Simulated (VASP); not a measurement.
Write the native input for VASP 6.6.1 that does the following.

```
Task                   : relaxation of cell and atoms
Functional             : PBE
Potentials or basis    : VASP PAW PBE potentials, release 64 (Be, Zn, Se)
Cutoff                 : 600 eV
k mesh                 : 4 × 4 × 3
Occupations            : gaussian, width 0.2 eV
Spin                   : no spin polarisation
Dipole correction      : no
Further INCAR settings : ALGO = Normal; EDIFF = 1e-07; IBRION = 2; EDIFFG = -0.08; NSW = 36; ISIF = 3
```

The structure of Be4ZnSe lies in POSCAR:

```
Be4ZnSe
1.0
    3.7051265300      0.0000000000      0.0000000000
    0.0000000000      3.7051265300      0.0000000000
    0.0000000000      0.0000000000      5.0576071000
Be Zn Se
4 1 1
Direct
    0.2438400500      0.2438400500      0.9753164800
    0.7561599500      0.7561599500      0.9753164800
    0.7561599500      0.2438400500      0.9753164800
    0.2438400500      0.7561599500      0.9753164800
    0.0000000000      0.0000000000      0.3832041200
    0.5000000000      0.5000000000      0.7138519600
```

The cell was generated, and may not be a known phase.

The input as run:

INCAR

```
PREC = Accurate ; ENCUT = 600
EDIFF = 1E-7 ; ISMEAR = 0
SIGMA = 0.2 ; LREAL = F
LASPH = T ; NELM = 120
ALGO = Normal ; ISIF = 3
LWAVE = F ; LCHARG = F
GGA = PE ; IBRION = 2
NSW = 36 ; EDIFFG = -0.08
GGA_COMPAT = F ; NELMIN = 4
```

KPOINTS

```
Automatic mesh
0
Gamma
  4 4 3
```

Potentials or basis: VASP PAW PBE potentials, release 64 (Be, Zn, Se).

Launch:

```sh
$ cat potpaw_PBE.64/Be/POTCAR potpaw_PBE.64/Zn/POTCAR potpaw_PBE.64/Se/POTCAR > POTCAR
$ mpirun -np 1 vasp_std > vasp.out
```

Results of the run:

The relaxed volume is 13.17 Å³/atom. The relaxed cell is a = 4.487 Å, b = 4.487 Å, c = 3.926 Å, α = 90.00°, β = 90.00°, γ = 90.00°, the space group after relaxing (to 0.1 Å) is P4mm (No. 99) and the energy gained by relaxing is 704.2 meV/atom. The ionic steps are 32, the pressure after relaxing is -0.1 GPa and the largest force after relaxing is 0.065 eV/Å. The band gap on the k mesh is zero (bands 13 and 14 overlap by 1.37 eV).

Caveat: the k points lie up to 0.53 Å⁻¹ apart in the final cell, too coarse for converged energies and pressures of a metal; a cell axis changed by over 15 % at a fixed basis, so the end point is rough; the relaxation stopped at a loose force limit of 0.08 eV/Å, so its end isn't a converged minimum.

Wall time 3.3 min on 1 thread of Intel(R) Xeon(R) 6975P-C (Granite Rapids), on a shared host, peak memory 0.2 GiB.
